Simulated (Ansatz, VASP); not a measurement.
**Sc in VASP and in Ansatz**

INCAR

```
SYSTEM = Sc
PREC = Accurate ; ENCUT = 520
EDIFF = 1E-6 ; ISMEAR = 0
SIGMA = 0.15 ; LREAL = .FALSE.
LASPH = .TRUE. ; NELM = 60
ALGO = Normal ; ISIF = 2
LWAVE = .FALSE. ; LCHARG = .FALSE.
GGA = PS ; NBANDS = 12
```

KPOINTS

```
regular mesh
0
G
  18 18 18
  0 0 0
```

File POSCAR:

```
Sc
1.0
    0.0000000000      2.3386150000      2.2023850000
    2.3386150000      0.0000000000      2.2023850000
    2.3386150000      2.3386150000      0.0000000000
Sc
1
Direct
    0.0000000000      0.0000000000      0.0000000000
```

Input for Ansatz:

```yaml
crystal:
  lattice:
    - [0.0, 2.338615, 2.202385]
    - [2.338615, 0.0, 2.202385]
    - [2.338615, 2.338615, 0.0]
  atoms:
    - { symbol: Sc, position: [0.0, 0.0, 0.0] }
basis:
  ecutwfc: 420
kpoints:
  mp_grid: { grid: [18, 18, 18] }
hamiltonian:
  xc: pbesol
scf:
  occupations: { method: gaussian, width: 0.15 }
output:
  forces: true
  stress: true
  eigenvalues: true
```

Change from the starting cell: strain +0.030 along x and y, -0.030 along z, atoms carried along.

Alike in both runs: task single point; functional PBEsol; k mesh 18 × 18 × 18; occupations gaussian, width 0.15 eV; no spin polarisation.

|  | VASP | Ansatz |
| --- | --- | --- |
| version | VASP 6.6.1 | Ansatz 0.2.0 |
| potentials or method | VASP PAW PBE potentials, release 64 (Sc_sv), cutoff 520 eV | scalar-relativistic, plane waves, PAW |
| valence electrons in the cell | 11 | 11 |

|  | VASP | Ansatz | Ansatz less VASP |
| --- | --- | --- | --- |
| gap on the k mesh at the Fermi level (eV) | none | none | - |
| pressure (GPa) | -1.0 | -1.0 | 0.00 |
| traceless stress, the component that is largest in VASP (GPa) | 1.00 | 1.00 | -0.004 |

VASP's potentials were made for PBE, not for PBEsol. A gap of «none» marks a metal or a gap that the smearing closes.
